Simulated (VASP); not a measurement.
# AlN (P1) in VASP: a series of runs

Runs on AlN. Level: PBE. Tasks: single point.

Program: VASP 6.6.1. These are calculated values, not measurements. Logs are shortened: lines on timing, memory, paths and dates and some standing lists are left out, and cuts for length are marked.

## Step 1: The cell of the first run

The typed cell holds 4 atoms: a = 3.115 Å, b = 3.181 Å, c = 4.984 Å, α = 91.01°, β = 92.83°, γ = 122.11°.

## Step 2: Single point, PBE

Input file INCAR:

```
  ALGO = Normal
  EDIFF = 1E-7
  ENCUT = 520
  GGA = PE
  ISIF = 2
  ISMEAR = -1
  LASPH = T
  LCHARG = T
  LELF = T
  LREAL = F
  LVHAR = T
  LWAVE = F
  NBANDS = 16
  NELM = 100
  PREC = Accurate
  SIGMA = 0.02
```

Input file KPOINTS:

```
k-points
0
Gamma
  12 12 4
```

Input file POSCAR:

```
AlN
1.0
    3.1130000000     -0.0778250000     -0.0778250000
   -1.6238985000      2.7348525000     -0.0284860000
   -0.1245250000     -0.1245250000      4.9810000000
Al N
2 2
Direct
    0.3333333333      0.6666666667      0.0000000000
    0.6666666667      0.3333333333      0.5000000000
    0.3333333333      0.6666666667      0.3800000000
    0.6666666667      0.3333333333      0.8800000000
```

Potentials or basis: VASP PAW PBE potentials, release 64 (Al, N).

Run with:

```sh
$ cat potpaw_PBE.64/Al/POTCAR potpaw_PBE.64/N/POTCAR > POTCAR
$ mpirun -np 1 vasp_std > vasp.out
```

OUTCAR:

```text
EDIFF = 1E-7
   ENCUT = 520
   GGA = PE
   ISIF = 2
   ISMEAR = -1
   LASPH = T
   LREAL = F
   NELM = 100
   PREC = Accurate

 ion  position               nearest neighbor table
   1  0.333  0.667  0.000-   4 1.82   3 1.89   4 1.92   4 1.94   2 2.95   2 3.00   2 3.07   2 3.12
                             2 3.14   2 3.15
   2  0.667  0.333  0.500-   3 1.87   4 1.89   3 1.90   3 1.92   1 2.95   1 3.00   1 3.07   1 3.12
                             1 3.14   1 3.15
   3  0.333  0.667  0.380-   2 1.87   1 1.89   2 1.90   2 1.92
   4  0.667  0.333  0.880-   1 1.82   2 1.89   1 1.92   1 1.94

  LATTYP: Found a triclinic cell.
 ALAT       =     3.0477074075
 B/A-ratio  =     1.0436587726
 C/A-ratio  =     1.6353643859
 COS(alpha) =     0.0176764686
 COS(beta)  =     0.0688494964
 COS(gamma) =     0.5004574006

  Lattice vectors:

 A1 = (  -1.4891015000,  -2.6570275000,   0.1063110000)
 A2 = (   1.6238985000,  -2.7348525000,   0.0284860000)
 A3 = (  -0.1245250000,  -0.1245250000,   4.9810000000)

Analysis of symmetry for initial positions (statically):
=====================================================================
 Subroutine PRICEL returns:
 Original cell was already a primitive cell.

 Routine SETGRP: Setting up the symmetry group for a
 triclinic supercell.

 Subroutine GETGRP returns: Found  1 space group operations
 (whereof  1 operations were pure point group operations)
 out of a pool of  2 trial point group operations.

The static configuration has the point symmetry C_1 .

Analysis of symmetry for dynamics (positions and initial velocities):
=====================================================================
 Subroutine PRICEL returns:
 Original cell was already a primitive cell.

 Routine SETGRP: Setting up the symmetry group for a
 triclinic supercell.

 Subroutine GETGRP returns: Found  1 space group operations
 (whereof  1 operations were pure point group operations)
 out of a pool of  2 trial point group operations.

The dynamic configuration has the point symmetry C_1 .

 Subroutine INISYM returns: Found  1 space group operations
 (whereof  1 operations are pure point group operations),
 and found     1 'primitive' translations

----------------------------------------------------------------------------------------

                                     Primitive cell

  volume of cell :      41.7232

  direct lattice vectors                    reciprocal lattice vectors
     3.113000000 -0.077825000 -0.077825000     0.326407497  0.193949479  0.013008924
    -1.623898500  2.734852500 -0.028486000     0.009523187  0.371404296  0.009523187
    -0.124525000 -0.124525000  4.981000000     0.005154375  0.005154375  0.201020618

  length of vectors
     3.114945017  3.180766572  4.984112153     0.379904575  0.371648400  0.201152738

  position of ions in fractional coordinates (direct lattice)
     0.333333333  0.666666667  0.000000000
     0.666666667  0.333333333  0.500000000
     0.333333333  0.666666667  0.380000000
     0.666666667  0.333333333  0.880000000

  ion indices of the primitive-cell ions
   primitive index   ion index
                 1           1
                 2           2
                 3           3
                 4           4

----------------------------------------------------------------------------------------

 KPOINTS: k-points

Automatic generation of k-mesh.
 Grid dimensions read from file:
 generate k-points for:   12   12    4

 Generating k-lattice:

  Cartesian coordinates                     Fractional coordinates (reciprocal lattice)
     0.027200625  0.016162457  0.001084077     0.083333333 -0.000000000  0.000000000
     0.000793599  0.030950358  0.000793599     0.000000000  0.083333333  0.000000000
     0.001288594  0.001288594  0.050255154     0.000000000  0.000000000  0.250000000

  Length of vectors
     0.031658715  0.030970700  0.050288184

  Shift w.r.t. Gamma in fractional coordinates (k-lattice)
     0.000000000  0.000000000  0.000000000

 Subroutine IBZKPT returns following result:
 ===========================================

 Found    292 irreducible k-points:

 Following reciprocal coordinates:
            Coordinates               Weight
  0.000000  0.000000  0.000000      1.000000
  0.083333 -0.000000 -0.000000      2.000000
  0.166667 -0.000000  0.000000      2.000000
  0.250000 -0.000000  0.000000      2.000000
  0.333333 -0.000000  0.000000      2.000000
  0.416667 -0.000000  0.000000      2.000000
[... 16 lines left out ...]
  0.250000  0.166667 -0.000000      2.000000
  0.333333  0.166667  0.000000      2.000000
 [... further k-points ...]
   k-points           NKPTS =    292   k-points in BZ     NKDIM =    292   number of bands    NBANDS=     16
   number of dos      NEDOS =    301   number of ions     NIONS =      4
   total plane-waves  NPLWV =  23040
   dimension x,y,z NGX =    24 NGY =   24 NGZ =   40
   dimension x,y,z NGXF=    48 NGYF=   48 NGZF=   80
   ions per type =               2   2
   NGX,Y,Z   is equivalent  to a cutoff of  12.81, 12.54, 13.34 a.u.
   NGXF,Y,Z  is equivalent  to a cutoff of  25.62, 25.09, 26.68 a.u.
 SYSTEM =  unknown system
   PREC   = accura    normal or accurate (medium, high low for compatibility)
   ISTART =      0    job   : 0-new  1-cont  2-samecut
   ICHARG =      2    charge: 1-file 2-atom 10-const
   ISPIN  =      1    spin polarized calculation?
   LNONCOLLINEAR =      F non collinear calculations
   LSORBIT =      F    spin-orbit coupling
   LASPH  =      T    aspherical Exc in radial PAW
   ENCUT  =  520.0 eV  38.22 Ry    6.18 a.u.   5.79  5.91  9.27*2*pi/ulx,y,z
   NELM   =    100;   NELMIN=  2; NELMDL= -5     # of ELM steps
   EDIFF  = 0.1E-06   stopping-criterion for ELM
   LREAL  =      F    real-space projection
   EDIFFG = 0.1E-05   stopping-criterion for IOM
   NSW    =      0    number of steps for IOM
   IBRION =     -1    ionic relax: 0-MD 1-quasi-New 2-CG
   NFREE  =      0    steps in history (QN), initial steepest desc. (CG)
   ISIF   =      2    stress and relaxation
   ISYM   =      2    0-nonsym 1-usesym 2-fastsym
   POTIM  = 0.5000    time-step for ionic-motion
   TEBEG  =    0.0;   TEEND  =   0.0 temperature during run
   PSTRESS=    0.0 pullay stress
   NELECT =      16.0000    total number of electrons
   NUPDOWN=      -1.0000    fix difference up-down
   EMIN   =  10.00;   EMAX   =-10.00  energy-range for DOS
   EFERMI =   0.00;   METHOD = LEGACY
   ISMEAR =    -1;   SIGMA  =   0.02  broadening in eV -4-tet -1-fermi 0-gaus
   EFERMI_NEDOS =   21; number of points for ismear=-14 and -15
   IALGO  =     38    algorithm
   IMIX   =      4    mixing-type and parameters
     AMIX     =   0.40;   BMIX     =  1.00
     AMIX_MAG =   1.60;   BMIX_MAG =  1.00
  volume/ion in A,a.u.               =      10.43        70.39
  Fermi-wavevector in a.u.,A,eV,Ry     =   1.189385  2.247612 19.247297  1.414636
  Thomas-Fermi vector in A             =   2.325493
   LORBIT       =      0    0 simple, 1 ext, 2 COOP (PROOUT), +10 PAW based schemes
   GGA     = PE    functional components
   LHFCALC =     F    Hartree Fock is set to
   AEXX    =    0.0000 exact exchange contribution
   IVDW    =     0    specifies the selected vdW correction
   LEPSILON=     F    determine dielectric tensor
   LRPA    =     F    only Hartree local field effects (RPA)
 non-spin polarized calculation
  energy-cutoff  :      520.00
  volume of cell :       41.72
 maximum number of plane-waves:      1144
   NGX = 11   NGY = 11   NGZ = 19

 number of electron      15.9999999 magnetization

 Free energy of the ion-electron system (eV)
  ---------------------------------------------------
  ext. energy  EPLUGINS =         0.00000000
  ---------------------------------------------------
  free energy    TOTEN  =       -29.62708602 eV

  energy without entropy =      -29.62708602  energy(sigma->0) =      -29.62708602

 E-fermi :   6.7526     XC(G=0): -10.9185

 val. band max:        6.3154439712   @ k =   0.0000   0.0000   0.0000
 cond. band min:      10.3075193590   @ k =   0.0000   0.0000   0.0000
 fundamental gap:      3.9920753878
 Fermi energy:         6.7526350674

 k-point     1 :       0.0000    0.0000    0.0000
  band No.  band energies     occupation
      1      -9.0283      2.00000
      2      -6.8622      2.00000
      3       0.1689      2.00000
      4       5.1712      2.00000
      5       5.4431      2.00000
      6       5.8536      2.00000
[... 8 lines left out ...]
     15      19.2638      0.00000
     16      19.4953      0.00000

 k-point     2 :       0.0833   -0.0000   -0.0000
  band No.  band energies     occupation
      1      -8.9347      2.00000
      2      -6.8095      2.00000
      3       0.2806      2.00000
      4       4.9858      2.00000
      5       5.1058      2.00000
      6       5.5687      2.00000
[... 8 lines left out ...]
     15      19.0091      0.00000
     16      19.4793      0.00000

 k-point     3 :       0.1667   -0.0000    0.0000
  band No.  band energies     occupation
      1      -8.6618      2.00000
      2      -6.6651      2.00000
      3       0.6090      2.00000
      4       4.0717      2.00000
      5       4.6394      2.00000
      6       4.7765      2.00000
[... 8 lines left out ...]
     15      18.5879      0.00000
     16      19.1294      0.00000

 k-point     4 :       0.2500   -0.0000    0.0000
  band No.  band energies     occupation
      1      -8.2363      2.00000
      2      -6.4727      2.00000
      3       1.1304      2.00000
      4       2.9020      2.00000
      5       3.7044      2.00000
      6       4.3857      2.00000
[... 8 lines left out ...]
     15      18.5717      0.00000
     16      19.2599      0.00000
[... 324 lines left out ...]
 k-point    22 :       0.1667    0.1667   -0.0000
  band No.  band energies     occupation
      1      -8.0014      2.00000
      2      -6.3890      2.00000
      3       1.4229      2.00000
      4       2.7054      2.00000
      5       2.8740      2.00000
      6       4.3936      2.00000
[... 8 lines left out ...]
     15      18.5489      0.00000
     16      20.4268      0.00000

 k-point    23 :       0.2500    0.1667   -0.0000
  band No.  band energies     occupation
      1      -7.5063      2.00000
      2      -6.2712      2.00000
      3       1.8981      2.00000
      4       2.0272      2.00000
      5       2.4439      2.00000
      6       3.8014      2.00000
[... 8 lines left out ...]
     15      18.3819      0.00000
     16      20.9195      0.00000

 k-point    24 :       0.3333    0.1667    0.0000
  band No.  band energies     occupation
      1      -7.0246      2.00000
      2      -6.2760      2.00000
      3       1.2888      2.00000
      4       2.0922      2.00000
      5       2.9141      2.00000
      6       3.2442      2.00000
[... 8 lines left out ...]
     15      18.7538      0.00000
     16      20.9442      0.00000

 [... further k-points ...]

------------------------ aborting loop because EDIFF is reached ----------------------------------------

  FORCE on cell =-STRESS in cart. coord.  units (eV):
  Direction    XX          YY          ZZ          XY          YZ          ZX
  --------------------------------------------------------------------------------------
  -------------------------------------------------------------------------------------
  Total        0.9824599      0.9642338      1.3796157      2.2943499      1.6301784      1.6510653
  in kB       37.7266464     37.0267585     52.9775017     88.1034713     62.5991604     63.4012205
  external PRESSURE =      42.5769689 kB  Pullay stress =       0.0000000 kB

 VOLUME and BASIS-vectors are now :
 -----------------------------------------------------------------------------
  energy-cutoff  :      520.00
  volume of cell :       41.72
      direct lattice vectors                 reciprocal lattice vectors
     3.113000000 -0.077825000 -0.077825000     0.326407497  0.193949479  0.013008924
    -1.623898500  2.734852500 -0.028486000     0.009523187  0.371404296  0.009523187
    -0.124525000 -0.124525000  4.981000000     0.005154375  0.005154375  0.201020618

 POSITION                                       TOTAL-FORCE (eV/Angst)
 -----------------------------------------------------------------------------------
     -0.04493      1.79729     -0.04493         0.854586      0.374380     -0.013933
      1.47177      0.79747      2.42912        -0.182543      0.280156     -0.111678
     -0.09225      1.74997      1.84785         0.281863     -0.280803      0.121358
      1.42445      0.75015      4.32190        -0.953906     -0.373732      0.004252
 -----------------------------------------------------------------------------------
    total drift:                               -0.000011     -0.000087     -0.000406

  FREE ENERGIE OF THE ION-ELECTRON SYSTEM (eV)
  ---------------------------------------------------
  free  energy   TOTEN  =       -29.6270860231 eV

  energy  without entropy=      -29.6270860231  energy(sigma->0) =      -29.62708602
```

It took 64 s on 1 thread of Intel Xeon 6975P-C (Granite Rapids), shared host; peak memory 0.27 GiB.

What came out:

* Free energy: -29.6271 eV
* Pressure: 4.3 GPa
* Largest force: 1.025 eV/Å
* Band gap on the k mesh: 3.99 eV

Forces on the atoms (eV/Å):
```
Al   0.855  0.374 -0.014
Al  -0.183  0.280 -0.112
N    0.282 -0.281  0.121
N   -0.954 -0.374  0.004
```

Stress tensor (GPa, compression positive):
```
3.77 8.81 6.34
8.81 3.70 6.26
6.34 6.26 5.30
```

Levels at points of the mesh, in eV from the valence-band top:
```tsv
k point	band 5	band 6	band 7	band 8	band 9	band 10	band 11	band 12
(0.00, 0.00, 0.00)	-0.87	-0.46	-0.37	0.00	3.99	6.43	10.24	10.64
(0.50, 0.00, 0.00)	-3.19	-2.52	-1.93	-1.02	5.21	5.64	7.75	10.17
(0.00, 0.50, 0.00)	-3.41	-2.23	-1.92	-0.81	5.61	5.71	7.83	10.11
(0.50, 0.50, 0.00)	-3.65	-1.97	-1.89	-0.62	5.66	6.11	7.98	10.04
(0.00, 0.00, 0.50)	-0.91	-0.79	-0.57	-0.45	6.14	6.26	10.05	10.11
(0.50, 0.00, 0.50)	-1.93	-1.84	-1.76	-1.14	4.81	5.16	8.41	9.67
(0.00, 0.50, 0.50)	-1.82	-1.64	-1.54	-1.22	4.98	5.30	8.77	9.54
(0.50, 0.50, 0.50)	-1.70	-1.53	-1.33	-1.24	5.19	5.34	9.22	9.44
```

Caveat: the cell stands under pressure; forces of over 1 eV/Å act on the atoms, so gaps and moduli don't describe the material at rest.

## Step 3: Single point, PBE

Input file INCAR:

```
  PREC = Accurate
  ENCUT = 520
  EDIFF = 1E-6
  ISMEAR = -1
  SIGMA = 0.02
  LREAL = False
  LASPH = True
  NELM = 100
  ALGO = Normal
  ISIF = 2
  LWAVE = False
  LCHARG = False
  GGA = PE
  NBANDS = 16
```

Input file KPOINTS:

```
Automatic mesh
0
Gamma
  12 12 4
```

Input file POSCAR:

```
AlN
1.0
    3.1130000000     -0.0518833333     -0.0518833333
   -1.6014323333      2.7218816667     -0.0189906667
   -0.0830166667     -0.0830166667      4.9810000000
Al N
2 2
Direct
    0.3333333333      0.6666666667      0.0000000000
    0.6666666667      0.3333333333      0.5000000000
    0.3333333333      0.6666666667      0.3800000000
    0.6666666667      0.3333333333      0.8800000000
```

Potentials or basis: VASP PAW PBE potentials, release 64 (Al, N).

Run with:

```sh
$ cat potpaw_PBE.64/Al/POTCAR potpaw_PBE.64/N/POTCAR > POTCAR
$ mpirun -np 1 vasp_std > vasp.out
```

Run time: 52 s. Hardware: 1 thread of Intel Xeon 6975P-C (Granite Rapids), shared host; peak memory 0.28 GiB.

The run converged. Its results:

```
Free energy            : -29.7075 eV
Pressure               : 3.8 GPa
Largest force          : 0.641 eV/Å
Band gap on the k mesh : 4.11 eV
```

Forces on the atoms (eV/Å):
```
Al   0.533  0.225 -0.078
Al  -0.119  0.184 -0.121
N    0.182 -0.184  0.125
N   -0.596 -0.225  0.074
```

Stress tensor (GPa, compression positive):
```
3.28 5.87 4.23
5.87 3.27 4.20
4.23 4.20 4.89
```

Levels at points of the mesh, in eV from the valence-band top:
```csv
k point,band 5,band 6,band 7,band 8,band 9,band 10,band 11,band 12
"(0.00, 0.00, 0.00)",-0.83,-0.35,-0.26,0.00,4.11,6.54,10.43,10.82
"(0.50, 0.00, 0.00)",-3.24,-2.34,-1.85,-0.88,5.44,5.72,7.94,10.25
"(0.00, 0.50, 0.00)",-3.38,-2.15,-1.85,-0.74,5.70,5.77,8.02,10.20
"(0.50, 0.50, 0.00)",-3.52,-1.95,-1.85,-0.61,5.74,6.04,8.13,10.16
"(0.00, 0.00, 0.50)",-0.76,-0.67,-0.53,-0.45,6.31,6.36,10.20,10.23
"(0.50, 0.00, 0.50)",-1.74,-1.67,-1.61,-1.18,5.01,5.25,8.72,9.54
"(0.00, 0.50, 0.50)",-1.65,-1.54,-1.47,-1.25,5.13,5.33,8.96,9.48
"(0.50, 0.50, 0.50)",-1.56,-1.46,-1.34,-1.27,5.27,5.36,9.25,9.42
```

Caveat: the cell stands under pressure. A k mesh can miss the band edges.
